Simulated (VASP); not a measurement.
# BaTiO3 in VASP: further runs

BaTiO3 is run at these levels: PBE; tasks: single point.

Program: VASP 6.6.1. These are calculated values, not measurements. Logs are shortened: lines on timing, memory, paths and dates and some standing lists are left out, and cuts for length are marked.

## (1) The cell of the first run

Symmetry: P4mm, No. 99, tetragonal system. Conventional cell: a = 3.862 Å, b = 3.862 Å, c = 3.879 Å, α = 90.00°, β = 90.00°, γ = 90.00°. Ba (site symmetry 4mm) has 12 O at 2.69 to 2.78 Å and 8 Ti at 3.33 to 3.37 Å within 3.5 Å. Ti (site symmetry 4mm) has 6 O at 1.83 to 2.05 Å within 2.4 Å. Within 2.4 Å of O (site symmetry 4mm) lie 2 Ti at 1.83 to 2.05 Å. Within 2.6 Å of O (site symmetry 2mm) lie 2 Ti at 1.93 Å.

## (2) Single point, PBE

Contents of INCAR:

```
  ALGO = Normal
  EDIFF = 1E-6
  ENCUT = 520
  GGA = PE
  ISIF = 2
  ISMEAR = 0
  LASPH = T
  LCHARG = F
  LREAL = F
  LWAVE = F
  NBANDS = 28
  NELM = 80
  PREC = Accurate
  SIGMA = 0.05
```

Contents of KPOINTS:

```
k-points
0
Gamma
  6 6 6
```

Contents of POSCAR:

```
BaTiO3
1.0
    3.8617644405      0.0000000000      0.0000000000
    0.0000000000      3.8617644405      0.0000000000
    0.0000000000      0.0000000000      3.8793363473
Ba Ti O
1 1 3
Direct
    0.0000000000      0.0000000000      0.0000000000
    0.5000000000      0.5000000000      0.4900000000
    0.5000000000      0.5000000000      0.0190000000
    0.5000000000      0.0000000000      0.5170000000
    0.0000000000      0.5000000000      0.5170000000
```

Potentials or basis: VASP PAW PBE potentials, release 64 (Ba_sv, Ti_sv, O).

Started as:

```sh
$ cat potpaw_PBE.64/Ba_sv/POTCAR potpaw_PBE.64/Ti_sv/POTCAR potpaw_PBE.64/O/POTCAR > POTCAR
$ mpirun -np 1 vasp_std > vasp.out
```

OUTCAR:

```text
EDIFF = 1E-6
   ENCUT = 520
   GGA = PE
   ISIF = 2
   ISMEAR = 0
   LASPH = T
   LREAL = F
   NELM = 80
   PREC = Accurate

 ion  position               nearest neighbor table
   1  0.000  0.000  0.000-   4 2.69   5 2.69   5 2.69   4 2.69   3 2.73   3 2.73   3 2.73   3 2.73
                             4 2.78   5 2.78   5 2.78   4 2.78   2 3.33   2 3.33   2 3.33   2 3.33
   2  0.500  0.500  0.490-   3 1.83   4 1.93   5 1.93   4 1.93   5 1.93   3 2.05   1 3.33   1 3.33
                             1 3.33   1 3.33   1 3.37   1 3.37   1 3.37   1 3.37
   3  0.500  0.500  0.019-   2 1.83   2 2.05   1 2.73   1 2.73   1 2.73   1 2.73
   4  0.500  0.000  0.517-   2 1.93   2 1.93   1 2.69   1 2.69   1 2.78   1 2.78
   5  0.000  0.500  0.517-   2 1.93   2 1.93   1 2.69   1 2.69   1 2.78   1 2.78

  LATTYP: Found a simple tetragonal cell.
 ALAT       =     3.8617644405
 C/A-ratio  =     1.0045502275

  Lattice vectors:

 A1 = (   3.8617644405,   0.0000000000,   0.0000000000)
 A2 = (   0.0000000000,   3.8617644405,   0.0000000000)
 A3 = (   0.0000000000,   0.0000000000,   3.8793363473)

Analysis of symmetry for initial positions (statically):
=====================================================================
 Subroutine PRICEL returns:
 Original cell was already a primitive cell.

 Routine SETGRP: Setting up the symmetry group for a
 simple tetragonal supercell.

 Subroutine GETGRP returns: Found  8 space group operations
 (whereof  8 operations were pure point group operations)
 out of a pool of 16 trial point group operations.

The static configuration has the point symmetry C_4v.

Analysis of symmetry for dynamics (positions and initial velocities):
=====================================================================
 Subroutine PRICEL returns:
 Original cell was already a primitive cell.

 Routine SETGRP: Setting up the symmetry group for a
 simple tetragonal supercell.

 Subroutine GETGRP returns: Found  8 space group operations
 (whereof  8 operations were pure point group operations)
 out of a pool of 16 trial point group operations.

The dynamic configuration has the point symmetry C_4v.

 Subroutine INISYM returns: Found  8 space group operations
 (whereof  8 operations are pure point group operations),
 and found     1 'primitive' translations

----------------------------------------------------------------------------------------

                                     Primitive cell

  volume of cell :      57.8534

  direct lattice vectors                    reciprocal lattice vectors
     3.861764441  0.000000000  0.000000000     0.258948990  0.000000000  0.000000000
     0.000000000  3.861764441  0.000000000     0.000000000  0.258948990  0.000000000
     0.000000000  0.000000000  3.879336347     0.000000000  0.000000000  0.257776050

  length of vectors
     3.861764441  3.861764441  3.879336347     0.258948990  0.258948990  0.257776050

  position of ions in fractional coordinates (direct lattice)
     0.000000000  0.000000000  0.000000000
     0.500000000  0.500000000  0.490000000
     0.500000000  0.500000000  0.019000000
     0.500000000  0.000000000  0.517000000
     0.000000000  0.500000000  0.517000000

  ion indices of the primitive-cell ions
   primitive index   ion index
                 1           1
                 2           2
                 3           3
                 4           4
                 5           5

----------------------------------------------------------------------------------------

 KPOINTS: k-points

Automatic generation of k-mesh.
 Grid dimensions read from file:
 generate k-points for:    6    6    6

 Generating k-lattice:

  Cartesian coordinates                     Fractional coordinates (reciprocal lattice)
     0.043158165  0.000000000  0.000000000     0.166666667  0.000000000  0.000000000
     0.000000000  0.043158165  0.000000000     0.000000000  0.166666667  0.000000000
     0.000000000  0.000000000  0.042962675     0.000000000  0.000000000  0.166666667

  Length of vectors
     0.043158165  0.043158165  0.042962675

  Shift w.r.t. Gamma in fractional coordinates (k-lattice)
     0.000000000  0.000000000  0.000000000

 Subroutine IBZKPT returns following result:
 ===========================================

 Found     40 irreducible k-points:

 Following reciprocal coordinates:
            Coordinates               Weight
  0.000000  0.000000  0.000000      1.000000
  0.166667  0.000000  0.000000      4.000000
  0.333333  0.000000  0.000000      4.000000
  0.500000  0.000000  0.000000      2.000000
  0.166667  0.166667  0.000000      4.000000
  0.333333  0.166667  0.000000      8.000000
[... 16 lines left out ...]
  0.333333  0.000000  0.333333      8.000000
  0.500000  0.000000  0.333333      4.000000
 [... further k-points ...]
   k-points           NKPTS =     40   k-points in BZ     NKDIM =     40   number of bands    NBANDS=     28
   number of dos      NEDOS =    301   number of ions     NIONS =      5
   total plane-waves  NPLWV =  27000
   dimension x,y,z NGX =    30 NGY =   30 NGZ =   30
   dimension x,y,z NGXF=    60 NGYF=   60 NGZF=   60
   ions per type =               1   1   3
   NGX,Y,Z   is equivalent  to a cutoff of  12.91, 12.91, 12.86 a.u.
   NGXF,Y,Z  is equivalent  to a cutoff of  25.83, 25.83, 25.71 a.u.
 SYSTEM =  unknown system
   PREC   = accura    normal or accurate (medium, high low for compatibility)
   ISTART =      0    job   : 0-new  1-cont  2-samecut
   ICHARG =      2    charge: 1-file 2-atom 10-const
   ISPIN  =      1    spin polarized calculation?
   LNONCOLLINEAR =      F non collinear calculations
   LSORBIT =      F    spin-orbit coupling
   LASPH  =      T    aspherical Exc in radial PAW
   ENCUT  =  520.0 eV  38.22 Ry    6.18 a.u.   7.18  7.18  7.21*2*pi/ulx,y,z
   NELM   =     80;   NELMIN=  2; NELMDL= -5     # of ELM steps
   EDIFF  = 0.1E-05   stopping-criterion for ELM
   LREAL  =      F    real-space projection
[... 7 lines left out ...]
   TEBEG  =    0.0;   TEEND  =   0.0 temperature during run
   PSTRESS=    0.0 pullay stress
   NELECT =      40.0000    total number of electrons
   NUPDOWN=      -1.0000    fix difference up-down
   EMIN   =  10.00;   EMAX   =-10.00  energy-range for DOS
   EFERMI =   0.00;   METHOD = LEGACY
   ISMEAR =     0;   SIGMA  =   0.05  broadening in eV -4-tet -1-fermi 0-gaus
   EFERMI_NEDOS =   21; number of points for ismear=-14 and -15
   IALGO  =     38    algorithm
   IMIX   =      4    mixing-type and parameters
     AMIX     =   0.40;   BMIX     =  1.00
     AMIX_MAG =   1.60;   BMIX_MAG =  1.00
  volume/ion in A,a.u.               =      11.57        78.08
  Fermi-wavevector in a.u.,A,eV,Ry     =   1.447611  2.735588 28.512058  2.095577
  Thomas-Fermi vector in A             =   2.565546
   LORBIT       =      0    0 simple, 1 ext, 2 COOP (PROOUT), +10 PAW based schemes
   GGA     = PE    functional components
   LHFCALC =     F    Hartree Fock is set to
   AEXX    =    0.0000 exact exchange contribution
   IVDW    =     0    specifies the selected vdW correction
   LEPSILON=     F    determine dielectric tensor
   LRPA    =     F    only Hartree local field effects (RPA)
 non-spin polarized calculation
 Gauss-broadening in eV      SIGMA  =   0.05
  energy-cutoff  :      520.00
  volume of cell :       57.85
 maximum number of plane-waves:      1596
 NGX is ok and might be reduce to    30
   NGX = 15   NGY = 15   NGZ = 15

 number of electron      40.0000025 magnetization

 Free energy of the ion-electron system (eV)
  ---------------------------------------------------
  ext. energy  EPLUGINS =         0.00000000
  ---------------------------------------------------
  free energy    TOTEN  =       -39.37249748 eV

  energy without entropy =      -39.37249748  energy(sigma->0) =      -39.37249748

 E-fermi :   4.9899     XC(G=0): -11.8069

 val. band max:        4.6993955121   @ k =   0.5000   0.5000   0.5000
 cond. band min:       6.6760665851   @ k =   0.0000   0.0000   0.0000
 fundamental gap:      1.9766710730
 Fermi energy:         4.9899185288

 k-point     1 :       0.0000    0.0000    0.0000
  band No.  band energies     occupation
      1     -51.4434      2.00000
      2     -27.7639      2.00000
      3     -27.7200      2.00000
      4     -27.7200      2.00000
      5     -19.9658      2.00000
      6     -12.4349      2.00000
[... 20 lines left out ...]
     27       9.9094      0.00000
     28      13.2294      0.00000

 k-point     2 :       0.1667    0.0000    0.0000
  band No.  band energies     occupation
      1     -51.4429      2.00000
      2     -27.7631      2.00000
      3     -27.7428      2.00000
      4     -27.7191      2.00000
      5     -19.9145      2.00000
      6     -12.5092      2.00000
[... 20 lines left out ...]
     27      10.4810      0.00000
     28      13.6900      0.00000

 k-point     3 :       0.3333    0.0000    0.0000
  band No.  band energies     occupation
      1     -51.4419      2.00000
      2     -27.7878      2.00000
      3     -27.7611      2.00000
      4     -27.7173      2.00000
      5     -19.8081      2.00000
      6     -12.7680      2.00000
[... 20 lines left out ...]
     27      11.8976      0.00000
     28      13.4314      0.00000

 k-point     4 :       0.5000    0.0000    0.0000
  band No.  band energies     occupation
      1     -51.4415      2.00000
      2     -27.8100      2.00000
      3     -27.7602      2.00000
      4     -27.7164      2.00000
      5     -19.7528      2.00000
      6     -12.9146      2.00000
[... 578 lines left out ...]
     27      12.4579      0.00000
     28      13.8774      0.00000

 k-point    23 :       0.3333    0.0000    0.3333
  band No.  band energies     occupation
      1     -51.4406      2.00000
      2     -27.8243      2.00000
      3     -27.7832      2.00000
      4     -27.7148      2.00000
      5     -19.7042      2.00000
      6     -12.4299      2.00000
[... 20 lines left out ...]
     27      13.7640      0.00000
     28      14.0049      0.00000

 k-point    24 :       0.5000    0.0000    0.3333
  band No.  band energies     occupation
      1     -51.4401      2.00000
      2     -27.8227      2.00000
      3     -27.8049      2.00000
      4     -27.7139      2.00000
      5     -19.6666      2.00000
      6     -12.3950      2.00000
[... 20 lines left out ...]
     27      13.5346      0.00000
     28      14.8443      0.00000

 [... further k-points ...]

------------------------ aborting loop because EDIFF is reached ----------------------------------------

  FORCE on cell =-STRESS in cart. coord.  units (eV):
  Direction    XX          YY          ZZ          XY          YZ          ZX
  --------------------------------------------------------------------------------------
  -------------------------------------------------------------------------------------
  Total        9.9184507      9.9184507     10.4317469      0.0000000     -0.0000000      0.0000000
  in kB      274.6789817    274.6789817    288.8940718      0.0000000     -0.0000000      0.0000000
  external PRESSURE =     279.4173450 kB  Pullay stress =       0.0000000 kB

 VOLUME and BASIS-vectors are now :
 -----------------------------------------------------------------------------
  energy-cutoff  :      520.00
  volume of cell :       57.85
      direct lattice vectors                 reciprocal lattice vectors
     3.861764441  0.000000000  0.000000000     0.258948990  0.000000000  0.000000000
     0.000000000  3.861764441  0.000000000     0.000000000  0.258948990  0.000000000
     0.000000000  0.000000000  3.879336347     0.000000000  0.000000000  0.257776050

 POSITION                                       TOTAL-FORCE (eV/Angst)
 -----------------------------------------------------------------------------------
      0.00000      0.00000      0.00000         0.000000      0.000000      0.195446
      1.93088      1.93088      1.90087         0.000000     -0.000000      0.426815
      1.93088      1.93088      0.07371         0.000000     -0.000000     -0.464294
      1.93088      0.00000      2.00562         0.000000      0.000000     -0.078984
      0.00000      1.93088      2.00562        -0.000000      0.000000     -0.078984
 -----------------------------------------------------------------------------------
    total drift:                                0.000000      0.000000     -0.000126

  FREE ENERGIE OF THE ION-ELECTRON SYSTEM (eV)
  ---------------------------------------------------
  free  energy   TOTEN  =       -39.3724974815 eV

  energy  without entropy=      -39.3724974815  energy(sigma->0) =      -39.37249748
```

It took 44 s on 1 thread of Intel Xeon 6975P-C (Granite Rapids), shared host; peak memory 0.2 GiB.

Results:

| Quantity | Value |
| --- | --- |
| Free energy | -39.3725 eV |
| Pressure | 27.9 GPa |
| Largest force | 0.464 eV/Å |
| Band gap on the k mesh | 1.98 eV, indirect (least direct gap 2.17 eV) |

Forces in eV/Å, atoms in the order of the input:
```
Ba   0.000  0.000  0.195
Ti   0.000  0.000  0.427
O    0.000  0.000 -0.464
O    0.000  0.000 -0.079
O    0.000  0.000 -0.079
```

Caveat: spin-orbit coupling is left out, which moves the levels of the heavy elements.

## (3) Single point, PBE

This run uses another cell than the first one, of 12.86 Å³/atom, 1.111 times its volume.

Contents of INCAR:

```
PREC = Accurate ; ENCUT = 520
EDIFF = 1E-6 ; ISMEAR = 0
SIGMA = 0.05 ; LREAL = F
LASPH = T ; NELM = 100
ALGO = Normal ; ISIF = 2
LWAVE = F ; LCHARG = F
GGA = PE ; NBANDS = 28
```

Contents of KPOINTS:

```
Automatic mesh
0
Gamma
  6 6 6
```

Edit POSCAR of step 2 so:

```diff
@@ -2,5 +2,5 @@
 1.0
-    3.8617644405      0.0000000000      0.0000000000
-    0.0000000000      3.8617644405      0.0000000000
-    0.0000000000      0.0000000000      3.8793363473
+    3.9998000000      0.0000000000      0.0000000000
+    0.0000000000      3.9998000000      0.0000000000
+    0.0000000000      0.0000000000      4.0180000000
 Ba Ti O
```

Potentials or basis: VASP PAW PBE potentials, release 64 (Ba_sv, Ti_sv, O).

Started as:

```sh
$ cat potpaw_PBE.64/Ba_sv/POTCAR potpaw_PBE.64/Ti_sv/POTCAR potpaw_PBE.64/O/POTCAR > POTCAR
$ mpirun -np 1 vasp_std > vasp.out
```

OUTCAR:

```text
PREC = Accurate
   ENCUT = 520
   EDIFF = 1E-6
   ISMEAR = 0
   LREAL = F
   LASPH = T
   NELM = 100
   ISIF = 2
   GGA = PE

 ion  position               nearest neighbor table
   1  0.000  0.000  0.000-   4 2.79   5 2.79   5 2.79   4 2.79   3 2.83   3 2.83   3 2.83   3 2.83
                             4 2.88   5 2.88   5 2.88   4 2.88   2 3.45   2 3.45   2 3.45   2 3.45
   2  0.500  0.500  0.490-   3 1.89   4 2.00   5 2.00   4 2.00   5 2.00   3 2.13   1 3.45   1 3.45
                             1 3.45   1 3.45   1 3.49   1 3.49   1 3.49   1 3.49
   3  0.500  0.500  0.019-   2 1.89   2 2.13   1 2.83   1 2.83   1 2.83   1 2.83
[... 952 lines left out ...]
  -------------------------------------------------------------------------------------
  Total        1.5661391      1.5661391      1.9432888      0.0000000     -0.0000000      0.0000000
  in kB       39.0350224     39.0350224     48.4352382      0.0000000     -0.0000000      0.0000000
  external PRESSURE =      42.1684277 kB  Pullay stress =       0.0000000 kB

 VOLUME and BASIS-vectors are now :
 -----------------------------------------------------------------------------
  energy-cutoff  :      520.00
  volume of cell :       64.28
      direct lattice vectors                 reciprocal lattice vectors
     3.999800000  0.000000000  0.000000000     0.250012501  0.000000000  0.000000000
     0.000000000  3.999800000  0.000000000     0.000000000  0.250012501  0.000000000
     0.000000000  0.000000000  4.018000000     0.000000000  0.000000000  0.248880040

 POSITION                                       TOTAL-FORCE (eV/Angst)
 -----------------------------------------------------------------------------------
      0.00000      0.00000      0.00000         0.000000     -0.000000      0.075355
      1.99990      1.99990      1.96882         0.000000      0.000000     -0.117431
      1.99990      1.99990      0.07634         0.000000      0.000000      0.274719
      1.99990      0.00000      2.07731         0.000000     -0.000000     -0.116322
      0.00000      1.99990      2.07731        -0.000000     -0.000000     -0.116322
 -----------------------------------------------------------------------------------
    total drift:                                0.000000      0.000000      0.000214

  FREE ENERGIE OF THE ION-ELECTRON SYSTEM (eV)
  ---------------------------------------------------
  free  energy   TOTEN  =       -39.9820646686 eV

  energy  without entropy=      -39.9820646686  energy(sigma->0) =      -39.98206467
```

OSZICAR:

```text
N       E                     dE             d eps       ncg     rms          rms(c)
DAV:   1     0.439641631677E+03    0.43964E+03   -0.21037E+04  2240   0.155E+03
DAV:   2    -0.256270380929E+01   -0.44220E+03   -0.42129E+03  2552   0.430E+02
DAV:   3    -0.486069472030E+02   -0.46044E+02   -0.45617E+02  3112   0.136E+02
DAV:   4    -0.508237991784E+02   -0.22169E+01   -0.22120E+01  3356   0.255E+01
DAV:   5    -0.508921154349E+02   -0.68316E-01   -0.68298E-01  3016   0.352E+00    0.231E+01
DAV:   6    -0.401924698813E+02    0.10700E+02   -0.57051E+01  3172   0.667E+01    0.995E+00
DAV:   7    -0.401510303306E+02    0.41440E-01   -0.10267E+01  3020   0.234E+01    0.677E+00
DAV:   8    -0.399741360676E+02    0.17689E+00   -0.64274E-01  2752   0.714E+00    0.349E+00
DAV:   9    -0.400112300217E+02   -0.37094E-01   -0.35175E-01  3228   0.504E+00    0.159E+00
DAV:  10    -0.399856398425E+02    0.25590E-01   -0.16002E-01  2656   0.416E+00    0.529E-01
DAV:  11    -0.399821253882E+02    0.35145E-02   -0.13860E-02  2760   0.737E-01    0.134E-01
DAV:  12    -0.399820901772E+02    0.35211E-04   -0.83591E-04  2652   0.194E-01    0.464E-02
DAV:  13    -0.399820607826E+02    0.29395E-04   -0.22440E-04  2620   0.160E-01    0.221E-02
DAV:  14    -0.399820659439E+02   -0.51613E-05   -0.47919E-05  3204   0.525E-02    0.127E-02
DAV:  15    -0.399820656779E+02    0.26594E-06   -0.18919E-05  2868   0.430E-02    0.101E-02
DAV:  16    -0.399820646571E+02    0.10208E-05   -0.27821E-06  1832   0.179E-02    0.733E-04
DAV:  17    -0.399820646686E+02   -0.11581E-07   -0.23214E-07  1428   0.391E-03
   1 F= -.39982065E+02 E0= -.39982065E+02  d E =-.192549E-16
```

Run time: 39 s. Hardware: 1 thread of Intel Xeon 6975P-C (Granite Rapids), shared host; peak memory 0.21 GiB.

Results:

| Item | Value |
| --- | --- |
| Free energy | -39.9821 eV |
| Pressure | 4.2 GPa |
| Largest force | 0.275 eV/Å |
| Band gap on the k mesh | 1.77 eV, indirect (least direct gap 2.06 eV) |

Forces on the atoms (eV/Å):
```
Ba   0.000  0.000  0.075
Ti   0.000  0.000 -0.117
O    0.000  0.000  0.275
O    0.000  0.000 -0.116
O    0.000  0.000 -0.116
```

Caveat: spin-orbit coupling is left out, which moves the levels of the heavy elements.

[end of part 1 of 3]
